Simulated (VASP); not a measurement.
Ag: single point with r2SCAN

The system is Ag.

```
Ag
1.0
    -1.64454    1.64454    1.64454
     1.64454   -1.64454    1.64454
     1.64454    1.64454   -1.64454
Ag
1
Cartesian
  0.0000 0.0000 0.0000
```

- Program: VASP 6.6.1
- Task: single point
- Functional: r2SCAN
- Potentials or basis: VASP PAW PBE potentials, release 64 (Ag)
- Cutoff: 520 eV
- k mesh: 11 × 11 × 11
- Occupations: fermi-dirac, width 0.05 eV
- Spin: no spin polarisation
- Dipole correction: no
- Further INCAR settings: ALGO = Normal; EDIFF = 1e-06; NBANDS = 12

```json
{
  "Pressure": "-1.9 GPa"
}
```

Levels at points of the mesh, in eV from the Fermi level:
```
           k point  band 3  band 4  band 5  band 6  band 7  band 8  band 9  band 10
(0.00, 0.00, 0.00)   -5.09   -5.09   -3.83   -3.83   18.56   18.56   18.56    24.37
```

Run time: 56 s on 1 thread of AMD EPYC 7R43 64-Core Processor (Zen 3), with other jobs on the host, peak memory 0.11 GiB.

Caveat: the PAW data sets were made with another functional, which shifts forces and pressure a little.
